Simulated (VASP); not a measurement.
# TaIn (Fm-3m) in VASP: a series of runs

TaIn is run at these levels: PBE; tasks: single point, relaxation of cell and atoms.

Program: VASP 6.6.1. These are calculated values, not measurements. Logs are shortened: lines on timing, memory, paths and dates and some standing lists are left out, and cuts for length are marked.

### 1 The cell of the first run

It takes space group Fm-3m (No. 225, cubic). The conventional cell has a = 5.593 Å, b = 5.593 Å, c = 5.593 Å, α = 90.00°, β = 90.00°, γ = 90.00°. Ta (site symmetry m-3m) has 6 In at 2.80 Å within 3.7 Å. Within 3.7 Å of In (site symmetry m-3m) lie 6 Ta at 2.80 Å.

### 2 Single point, PBE

Contents of INCAR:

```
SYSTEM = TaIn
ALGO = Normal
EDIFF = 1E-6
ENCUT = 520
GGA = PE
ISIF = 2
ISMEAR = 0
LASPH = .True.
LCHARG = .True.
LELF = .True.
LREAL = .False.
LVHAR = .True.
LWAVE = .False.
NBANDS = 19
NELM = 60
PREC = Accurate
SIGMA = 0.1
```

Contents of KPOINTS:

```
k-points
0
Gamma
  6 6 6
  0 0 0
```

Contents of POSCAR:

```
TaIn
1.0
    0.0000000000      2.7963700300      2.7963700300
    2.7963700300      0.0000000000      2.7963700300
    2.7963700300      2.7963700300      0.0000000000
Ta In
1 1
Direct
    0.5000000000      0.5000000000      0.5000000000
    0.0000000000      0.0000000000      0.0000000000
```

Potentials or basis: VASP PAW PBE potentials, release 64 (Ta_pv, In_d).

Command:

```
> cat potpaw_PBE.64/Ta_pv/POTCAR potpaw_PBE.64/In_d/POTCAR > POTCAR
> mpirun -np 1 vasp_std > vasp.out
```

OUTCAR:

```text
SYSTEM = TaIn
   EDIFF = 1E-6
   ENCUT = 520
   GGA = PE
   ISIF = 2
   ISMEAR = 0
   LASPH = .True.
   LREAL = .False.
   NELM = 60
   PREC = Accurate

 ion  position               nearest neighbor table
   1  0.500  0.500  0.500-   2 2.80   2 2.80   2 2.80   2 2.80   2 2.80   2 2.80
   2  0.000  0.000  0.000-   1 2.80   1 2.80   1 2.80   1 2.80   1 2.80   1 2.80

  LATTYP: Found a face centered cubic cell.
 ALAT       =     5.5927400600

  Lattice vectors:

 A1 = (   0.0000000000,   2.7963700300,   2.7963700300)
 A2 = (   2.7963700300,   0.0000000000,   2.7963700300)
 A3 = (   2.7963700300,   2.7963700300,   0.0000000000)

Analysis of symmetry for initial positions (statically):
=====================================================================
 Subroutine PRICEL returns:
 Original cell was already a primitive cell.

 Routine SETGRP: Setting up the symmetry group for a
 face centered cubic supercell.

 Subroutine GETGRP returns: Found 48 space group operations
[... 9 lines left out ...]

 Routine SETGRP: Setting up the symmetry group for a
 face centered cubic supercell.

 Subroutine GETGRP returns: Found 48 space group operations
[... 11 lines left out ...]
                                     Primitive cell

  volume of cell :      43.7335

  direct lattice vectors                    reciprocal lattice vectors
     0.000000000  2.796370030  2.796370030    -0.178803232  0.178803232  0.178803232
     2.796370030  0.000000000  2.796370030     0.178803232 -0.178803232  0.178803232
     2.796370030  2.796370030  0.000000000     0.178803232  0.178803232 -0.178803232

  length of vectors
     3.954664422  3.954664422  3.954664422     0.309696283  0.309696283  0.309696283

  position of ions in fractional coordinates (direct lattice)
     0.500000000  0.500000000  0.500000000
     0.000000000  0.000000000  0.000000000

  ion indices of the primitive-cell ions
   primitive index   ion index
                 1           1
                 2           2

----------------------------------------------------------------------------------------

 KPOINTS: k-points

Automatic generation of k-mesh.
 Grid dimensions read from file:
 generate k-points for:    6    6    6

 Generating k-lattice:

  Cartesian coordinates                     Fractional coordinates (reciprocal lattice)
    -0.029800539  0.029800539  0.029800539     0.166666667  0.000000000  0.000000000
     0.029800539 -0.029800539  0.029800539     0.000000000  0.166666667  0.000000000
     0.029800539  0.029800539 -0.029800539     0.000000000  0.000000000  0.166666667

  Length of vectors
     0.051616047  0.051616047  0.051616047

  Shift w.r.t. Gamma in fractional coordinates (k-lattice)
     0.000000000  0.000000000  0.000000000

 Subroutine IBZKPT returns following result:
 ===========================================

 Found     16 irreducible k-points:

 Following reciprocal coordinates:
            Coordinates               Weight
  0.000000  0.000000  0.000000      1.000000
  0.166667  0.000000  0.000000      8.000000
  0.333333  0.000000  0.000000      8.000000
  0.500000  0.000000  0.000000      4.000000
  0.166667  0.166667  0.000000      6.000000
  0.333333  0.166667  0.000000     24.000000
[... 8 lines left out ...]
 -0.333333  0.333333  0.166667     24.000000
 -0.333333  0.500000  0.166667     12.000000
   k-points           NKPTS =     16   k-points in BZ     NKDIM =     16   number of bands    NBANDS=     19
   number of dos      NEDOS =    301   number of ions     NIONS =      2
   total plane-waves  NPLWV =  27000
   dimension x,y,z NGX =    30 NGY =   30 NGZ =   30
   dimension x,y,z NGXF=    60 NGYF=   60 NGZF=   60
   ions per type =               1   1
   NGX,Y,Z   is equivalent  to a cutoff of  12.61, 12.61, 12.61 a.u.
   NGXF,Y,Z  is equivalent  to a cutoff of  25.22, 25.22, 25.22 a.u.
 SYSTEM =  TaIn
   PREC   = accura    normal or accurate (medium, high low for compatibility)
   ISTART =      0    job   : 0-new  1-cont  2-samecut
   ICHARG =      2    charge: 1-file 2-atom 10-const
   ISPIN  =      1    spin polarized calculation?
   LNONCOLLINEAR =      F non collinear calculations
   LSORBIT =      F    spin-orbit coupling
   LASPH  =      T    aspherical Exc in radial PAW
   ENCUT  =  520.0 eV  38.22 Ry    6.18 a.u.   7.35  7.35  7.35*2*pi/ulx,y,z
   NELM   =     60;   NELMIN=  2; NELMDL= -5     # of ELM steps
   EDIFF  = 0.1E-05   stopping-criterion for ELM
   LREAL  =      F    real-space projection
   EDIFFG = 0.1E-04   stopping-criterion for IOM
   NSW    =      0    number of steps for IOM
   IBRION =     -1    ionic relax: 0-MD 1-quasi-New 2-CG
   NFREE  =      0    steps in history (QN), initial steepest desc. (CG)
   ISIF   =      2    stress and relaxation
   ISYM   =      2    0-nonsym 1-usesym 2-fastsym
   POTIM  = 0.5000    time-step for ionic-motion
   TEBEG  =    0.0;   TEEND  =   0.0 temperature during run
   PSTRESS=    0.0 pullay stress
   NELECT =      24.0000    total number of electrons
   NUPDOWN=      -1.0000    fix difference up-down
   EMIN   =  10.00;   EMAX   =-10.00  energy-range for DOS
   EFERMI =   0.00;   METHOD = LEGACY
   ISMEAR =     0;   SIGMA  =   0.10  broadening in eV -4-tet -1-fermi 0-gaus
   EFERMI_NEDOS =   21; number of points for ismear=-14 and -15
   IALGO  =     38    algorithm
   IMIX   =      4    mixing-type and parameters
     AMIX     =   0.40;   BMIX     =  1.00
     AMIX_MAG =   1.60;   BMIX_MAG =  1.00
  volume/ion in A,a.u.               =      21.87       147.56
  Fermi-wavevector in a.u.,A,eV,Ry     =   1.340316  2.532830 24.442153  1.796448
  Thomas-Fermi vector in A             =   2.468639
   LORBIT       =      0    0 simple, 1 ext, 2 COOP (PROOUT), +10 PAW based schemes
   GGA     = PE    functional components
   LHFCALC =     F    Hartree Fock is set to
   AEXX    =    0.0000 exact exchange contribution
   IVDW    =     0    specifies the selected vdW correction
   LEPSILON=     F    determine dielectric tensor
   LRPA    =     F    only Hartree local field effects (RPA)
 non-spin polarized calculation
 Gauss-broadening in eV      SIGMA  =   0.10
  energy-cutoff  :      520.00
  volume of cell :       43.73
 maximum number of plane-waves:      1243
 NGX is ok and might be reduce to    30
   NGX = 15   NGY = 15   NGZ = 15

 number of electron      24.0000002 magnetization

 Free energy of the ion-electron system (eV)
  ---------------------------------------------------
  ext. energy  EPLUGINS =         0.00000000
  ---------------------------------------------------
  free energy    TOTEN  =       -12.48082801 eV

  energy without entropy =      -12.47758261  energy(sigma->0) =      -12.47920531

 E-fermi :   7.0175     XC(G=0): -11.3274

 val. band max:        6.7466763074   @ k =   0.0000   0.0000   0.0000
 cond. band min:       7.0812007440   @ k =   0.3333   0.3333   0.0000
 fundamental gap:      0.3345244366
 Fermi energy:         7.0174855132

 k-point     1 :       0.0000    0.0000    0.0000
  band No.  band energies     occupation
      1     -28.1919      2.00000
      2     -28.1919      2.00000
      3     -28.1919      2.00000
      4      -7.4125      2.00000
      5      -7.4125      2.00000
      6      -7.2397      2.00000
[... 11 lines left out ...]
     18      14.2675      0.00000
     19      17.2155      0.00000

 k-point     2 :       0.1667    0.0000    0.0000
  band No.  band energies     occupation
      1     -28.2058      2.00000
      2     -28.1951      2.00000
      3     -28.1951      2.00000
      4      -7.3776      2.00000
      5      -7.3776      2.00000
      6      -7.2304      2.00000
[... 11 lines left out ...]
     18      14.8930      0.00000
     19      17.2332      0.00000

 k-point     3 :       0.3333    0.0000    0.0000
  band No.  band energies     occupation
      1     -28.2333      2.00000
      2     -28.2015      2.00000
      3     -28.2015      2.00000
      4      -7.3103      2.00000
      5      -7.3103      2.00000
      6      -7.2111      2.00000
[... 11 lines left out ...]
     18      14.8144      0.00000
     19      16.8755      0.00000

 k-point     4 :       0.5000    0.0000    0.0000
  band No.  band energies     occupation
      1     -28.2470      2.00000
      2     -28.2047      2.00000
      3     -28.2047      2.00000
      4      -7.2786      2.00000
      5      -7.2786      2.00000
      6      -7.2011      2.00000
[... 11 lines left out ...]
     18      14.7425      0.00000
     19      17.1435      0.00000

 k-point     5 :       0.1667    0.1667    0.0000
  band No.  band energies     occupation
      1     -28.2076      2.00000
      2     -28.1970      2.00000
      3     -28.1970      2.00000
      4      -7.3965      2.00000
      5      -7.3558      2.00000
      6      -7.2578      2.00000
[... 11 lines left out ...]
     18      15.3111      0.00000
     19      16.0125      0.00000

 k-point     6 :       0.3333    0.1667    0.0000
  band No.  band energies     occupation
      1     -28.2263      2.00000
      2     -28.2037      2.00000
      3     -28.2026      2.00000
      4      -7.3545      2.00000
      5      -7.3222      2.00000
      6      -7.2499      2.00000
[... 11 lines left out ...]
     18      14.5708      0.00000
     19      16.2565      0.00000

 k-point     7 :       0.5000    0.1667    0.0000
  band No.  band energies     occupation
      1     -28.2409      2.00000
      2     -28.2108      2.00000
      3     -28.2065      2.00000
      4      -7.3123      2.00000
      5      -7.2931      2.00000
      6      -7.2075      2.00000
[... 11 lines left out ...]
     18      14.2806      0.00000
     19      18.0068      0.00000

 k-point     8 :      -0.3333    0.1667    0.0000
  band No.  band energies     occupation
      1     -28.2374      2.00000
      2     -28.2107      2.00000
      3     -28.2047      2.00000
      4      -7.3364      2.00000
      5      -7.2708      2.00000
      6      -7.1957      2.00000
[... 11 lines left out ...]
     18      14.6296      0.00000
     19      17.3630      0.00000

 k-point     9 :      -0.1667    0.1667    0.0000
  band No.  band energies     occupation
      1     -28.2202      2.00000
      2     -28.2025      2.00000
      3     -28.1990      2.00000
      4      -7.3690      2.00000
      5      -7.3130      2.00000
      6      -7.2232      2.00000
[... 11 lines left out ...]
     18      15.6664      0.00000
     19      15.7566      0.00000

 k-point    10 :       0.3333    0.3333    0.0000
  band No.  band energies     occupation
      1     -28.2315      2.00000
      2     -28.2069      2.00000
      3     -28.2069      2.00000
      4      -7.3647      2.00000
      5      -7.3614      2.00000
      6      -7.2942      2.00000
[... 11 lines left out ...]
     18      13.4672      0.00000
     19      17.1537      0.00000

 k-point    11 :       0.5000    0.3333    0.0000
  band No.  band energies     occupation
      1     -28.2358      2.00000
      2     -28.2157      2.00000
      3     -28.2100      2.00000
      4      -7.3831      2.00000
      5      -7.3291      2.00000
      6      -7.2760      2.00000
[... 11 lines left out ...]
     18      14.5324      0.00000
     19      17.6573      0.00000

 k-point    12 :      -0.3333    0.3333    0.0000
  band No.  band energies     occupation
      1     -28.2301      2.00000
      2     -28.2264      2.00000
      3     -28.2089      2.00000
      4      -7.3711      2.00000
      5      -7.2799      2.00000
      6      -7.2095      2.00000
[... 11 lines left out ...]
     18      14.8823      0.00000
     19      18.7577      0.00000

 k-point    13 :       0.5000    0.5000    0.0000
  band No.  band energies     occupation
      1     -28.2397      2.00000
      2     -28.2117      2.00000
      3     -28.2117      2.00000
      4      -7.4190      2.00000
      5      -7.3488      2.00000
      6      -7.3125      2.00000
[... 11 lines left out ...]
     18      14.0168      0.00000
     19      17.9002      0.00000

 k-point    14 :       0.5000    0.3333    0.1667
  band No.  band energies     occupation
      1     -28.2332      2.00000
      2     -28.2135      2.00000
      3     -28.2078      2.00000
      4      -7.3621      2.00000
      5      -7.2982      2.00000
      6      -7.2388      2.00000
[... 11 lines left out ...]
     18      15.6680      0.00000
     19      17.1949      0.00000

 k-point    15 :      -0.3333    0.3333    0.1667
  band No.  band energies     occupation
      1     -28.2336      2.00000
      2     -28.2206      2.00000
      3     -28.2111      2.00000
      4      -7.3699      2.00000
      5      -7.2816      2.00000
      6      -7.1918      2.00000
[... 11 lines left out ...]
     18      15.8637      0.00000
     19      17.9762      0.00000

 k-point    16 :      -0.3333    0.5000    0.1667
  band No.  band energies     occupation
      1     -28.2328      2.00000
      2     -28.2188      2.00000
      3     -28.2154      2.00000
      4      -7.4030      2.00000
      5      -7.3026      2.00000
      6      -7.2511      2.00000
[... 11 lines left out ...]
     18      15.8037      0.00000
     19      17.8688      0.00000

------------------------ aborting loop because EDIFF is reached ----------------------------------------

  FORCE on cell =-STRESS in cart. coord.  units (eV):
  Direction    XX          YY          ZZ          XY          YZ          ZX
  --------------------------------------------------------------------------------------
  -------------------------------------------------------------------------------------
  Total        0.4583777      0.4583777      0.4583777      0.0000000      0.0000000     -0.0000000
  in kB       16.7926839     16.7926839     16.7926839      0.0000000      0.0000000     -0.0000000
  external PRESSURE =      16.7926839 kB  Pullay stress =       0.0000000 kB

 VOLUME and BASIS-vectors are now :
 -----------------------------------------------------------------------------
  energy-cutoff  :      520.00
  volume of cell :       43.73
      direct lattice vectors                 reciprocal lattice vectors
     0.000000000  2.796370030  2.796370030    -0.178803232  0.178803232  0.178803232
     2.796370030  0.000000000  2.796370030     0.178803232 -0.178803232  0.178803232
     2.796370030  2.796370030  0.000000000     0.178803232  0.178803232 -0.178803232

 POSITION                                       TOTAL-FORCE (eV/Angst)
 -----------------------------------------------------------------------------------
      2.79637      2.79637      2.79637         0.000000      0.000000      0.000000
      0.00000      0.00000      0.00000         0.000000      0.000000     -0.000000
 -----------------------------------------------------------------------------------
    total drift:                               -0.000000      0.000000      0.000000

  FREE ENERGIE OF THE ION-ELECTRON SYSTEM (eV)
  ---------------------------------------------------
  free  energy   TOTEN  =       -12.4808280062 eV

  energy  without entropy=      -12.4775826081  energy(sigma->0) =      -12.47920531
```

Run time: 36 s. Hardware: 1 thread of AMD EPYC 7R43 (Zen 3), shared host; peak memory 0.13 GiB.

Results:

```
Free energy            : -12.4808 eV
Pressure               : 1.7 GPa
Band gap on the k mesh : zero (band 12 reaches 8.23 eV, above the bottom of band 13 at 6.68 eV)
```

Caveat: spin-orbit coupling is left out, which moves the levels of the heavy elements.

### 3 Single point, PBE

This run uses another cell than the first one, of 22.21 Å³/atom, 1.016 times its volume.

Contents of INCAR:

```
SYSTEM = TaIn
  PREC = Accurate
  ENCUT = 520
  EDIFF = 1E-6
  ISMEAR = 0
  SIGMA = 0.1
  LREAL = .FALSE.
  LASPH = .TRUE.
  NELM = 60
  ALGO = Normal
  ISIF = 2
  LWAVE = .FALSE.
  LCHARG = .TRUE.
  GGA = PE
  LELF = .TRUE.
  LVHAR = .TRUE.
  NBANDS = 19
```

Contents of KPOINTS:

```
regular mesh
0
G
  6 6 6
  0 0 0
```

Contents of POSCAR:

```
TaIn
1.0
    0.0000000000      2.8108263244      2.8108263244
    2.8108263244      0.0000000000      2.8108263244
    2.8108263244      2.8108263244      0.0000000000
Ta In
1 1
Direct
    0.5000000000      0.5000000000      0.5000000000
    0.0000000000      0.0000000000      0.0000000000
```

Potentials or basis: VASP PAW PBE potentials, release 64 (Ta_pv, In_d).

Command:

```
> cat potpaw_PBE.64/Ta_pv/POTCAR potpaw_PBE.64/In_d/POTCAR > POTCAR
> mpirun -np 1 vasp_std > vasp.out
```

Wall time 32 s (1 thread of AMD EPYC 7R43 (Zen 3), shared host); peak memory 0.13 GiB.

The run converged. Its results:

* Free energy: -12.4845 eV
* Pressure: -0.1 GPa
* Band gap on the k mesh: zero (band 12 reaches 8.05 eV, above the bottom of band 13 at 6.53 eV)

Levels at points of the mesh, in eV from the Fermi level:
| k point | band 9 | band 10 | band 11 | band 12 | band 13 | band 14 | band 15 | band 16 |
| --- | --- | --- | --- | --- | --- | --- | --- | --- |
| (0.00, 0.00, 0.00) | -9.27 | -0.27 | -0.27 | -0.27 | 0.63 | 0.63 | 4.75 | 4.75 |
| (0.50, 0.00, 0.00) | -5.38 | -5.14 | -1.87 | -1.87 | 1.06 | 1.06 | 1.42 | 6.02 |
| (0.50, 0.50, 0.00) | -6.23 | -2.67 | -1.60 | 1.19 | 1.19 | 1.30 | 1.62 | 1.62 |

Caveat: spin-orbit coupling is left out, which moves the levels of the heavy elements.

### 4 Relaxation of cell and atoms, PBE

Contents of INCAR:

```
PREC = Accurate ; ENCUT = 600
EDIFF = 1E-6 ; ISMEAR = 0
SIGMA = 0.1 ; LREAL = F
LASPH = T ; NELM = 60
ALGO = Normal ; ISIF = 3
LWAVE = F ; LCHARG = F
GGA = PE ; IBRION = 2
NSW = 90 ; EDIFFG = -0.04
```

Contents of KPOINTS:

```
regular mesh
0
Gamma
  6 6 6
```

Contents of POSCAR:

```
TaIn
1.0
    0.0000000000      2.7963700300      2.7963700300
    2.7963700300      0.0000000000      2.7963700300
    2.7963700300      2.7963700300      0.0000000000
Ta In
1 1
Direct
    0.5000000000      0.5000000000      0.5000000000
    0.0000000000      0.0000000000      0.0000000000
```

Command:

```
> cat potpaw_PBE.64/Ta_pv/POTCAR potpaw_PBE.64/In_d/POTCAR > POTCAR
> mpirun -np 1 vasp_std > vasp.out
```

It took 69 s on 1 thread of AMD EPYC 7R43 (Zen 3), shared host; peak memory 0.16 GiB.

The run converged. Its results:

```
Free energy                            : -12.4846 eV
Relaxed volume                         : 22.20 Å³/atom
Relaxed cell                           : a = 3.975 Å, b = 3.975 Å, c = 3.975 Å, α = 60.00°, β = 60.00°, γ = 60.00°
Space group after relaxing (to 0.05 Å) : Fm-3m (No. 225)
Energy gained by relaxing              : 1.8 meV/atom
Ionic steps                            : 3
Pressure after relaxing                : 0.0 GPa
Band gap on the k mesh                 : zero (band 12 reaches 8.05 eV, above the bottom of band 13 at 6.53 eV)
```

Step by step:
```tsv
step	energy change (eV)	largest force (eV/Å)	pressure (GPa)	volume (Å³)
1	0.0000	0.0000	1.72	43.73
2	0.0016	0.0000	-1.97	45.23
3	-0.0035	0.0000	-0.01	44.41
```

Final structure:
```xyz
2
Lattice="0.0000 2.8106 2.8106 2.8106 0.0000 2.8106 2.8106 2.8106 0.0000" Properties=species:S:1:pos:R:3 pbc="T T T"
Ta    2.8106    2.8106    2.8106
In    0.0000    0.0000    0.0000
```

Levels at points of the mesh, in eV from the Fermi level:
| k point | band 9 | band 10 | band 11 | band 12 | band 13 | band 14 | band 15 | band 16 |
| --- | --- | --- | --- | --- | --- | --- | --- | --- |
| (0.00, 0.00, 0.00) | -9.27 | -0.27 | -0.27 | -0.27 | 0.63 | 0.63 | 4.75 | 4.75 |
| (0.50, 0.00, 0.00) | -5.38 | -5.14 | -1.87 | -1.87 | 1.06 | 1.06 | 1.42 | 6.02 |
| (0.50, 0.50, 0.00) | -6.23 | -2.67 | -1.60 | 1.19 | 1.19 | 1.30 | 1.62 | 1.62 |

Caveat: spin-orbit coupling is left out, which moves the levels of the heavy elements.

(Continued in part 2 of 2.)
